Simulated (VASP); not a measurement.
A run of VASP 6.6.1:

File INCAR:

```
SYSTEM = Ga8N7
ALGO = Normal ; EDIFF = 1E-6
ENCUT = 520 ; GGA = PE
ISIF = 2 ; ISMEAR = 0
ISPIN = 2 ; LASPH = .True.
LCHARG = .True. ; LELF = .True.
LORBIT = 11 ; LREAL = Auto
LVHAR = .True. ; LWAVE = .False.
MAGMOM = 0.75 0 0 0 0.75 0.75 0 0.75 0 0 0 0 0 0 0 ; NBANDS = 86
NELM = 150 ; PREC = Accurate
SIGMA = 0.01
```

Contents of KPOINTS:

```
k-points
0
Gamma
  1 1 1
  0 0 0
```

File POSCAR:

```
Ga8N7
1.0
    0.0000000000      0.0000000000      5.2431684095
    3.2183708159      5.5743817708      0.0000000000
   -6.4367416318      0.0000000000      0.0000000000
Ga N
8 7
Direct
    0.5186865348      0.1666666667      0.3333333333
    0.4900468379      0.1649134100      0.8324567050
    0.4900468379      0.6675432950      0.3350865900
    0.4900468379      0.6675432950      0.8324567050
    1.0082200635      0.3366474413      0.6732948826
    1.0082200635      0.3366474413      0.1633525587
    0.9910269949      0.8333333333      0.6666666667
    1.0082200635      0.8267051174      0.1633525587
    0.8679006732      0.1693500298      0.8346750149
    0.8679006732      0.6653249851      0.3306499702
    0.8679006732      0.6653249851      0.8346750149
    0.3846441345      0.3270303802      0.6540607604
    0.3846441345      0.3270303802      0.1729696198
    0.3619862063      0.8333333333      0.6666666667
    0.3846441345      0.8459392396      0.1729696198
```

Potentials or basis: VASP PAW PBE potentials, release 64 (Ga_d, N).

The run is started by

```console
$ cat potpaw_PBE.64/Ga_d/POTCAR potpaw_PBE.64/N/POTCAR > POTCAR
$ mpirun -np 1 vasp_gam > vasp.out
```

Hardware: 1 thread of Intel Xeon 8259CL (shared host).

Task: How long does it take, and how much memory?

Result: It took 3.8 min on 1 thread of Intel Xeon 8259CL (shared host), peak memory 0.34 GiB. Counts: scf iterations 19, k points 1.
